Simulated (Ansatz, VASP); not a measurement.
Two plane-wave programs on PbO

```
Pb O
1.0
     3.97440    0.00000    0.00000
     0.00000    3.97440    0.00000
     0.00000    0.00000    5.02200
Pb O
2 2
Direct
  0.00000 0.50000 0.23510
  0.50000 0.00000 0.76490
  0.00000 0.00000 0.02987
  0.50000 0.50000 0.02987
```

Change from the starting cell: all O atoms moved +0.150 Å, as atom 3 along Cartesian [0 0 1].

Alike in both runs: task single point; functional PBEsol; k mesh 8 × 8 × 6; occupations gaussian, width 0.05 eV; no spin polarisation.

|  | VASP | Ansatz |
| --- | --- | --- |
| version | VASP 6.6.1 | Ansatz 0.2.0 |
| potentials or method | VASP PAW PBE potentials, release 64 (Pb_d, O), cutoff 520 eV | scalar-relativistic, plane waves, PAW |
| valence electrons in the cell | 40 | 40 |

|  | VASP | Ansatz | Ansatz less VASP |
| --- | --- | --- | --- |
| gap on the k mesh at the Fermi level (eV) | 1.12 | 1.12 | -0.005 |
| least direct gap on the mesh (eV) | 2.11 | 2.11 | 0.000 |
| pressure (GPa) | 1.5 | 1.5 | -0.08 |
| traceless stress, the component that is largest in VASP (GPa) | -1.06 | -1.04 | +0.026 |
| rms of the force components (eV/Å) | 0.724 | 0.715 | -0.0083 |

VASP's potentials were made for PBE, not for PBEsol. Atom by atom the forces differ by 0.019 eV/Å (rms over components).

Neither program's run includes spin-orbit coupling.
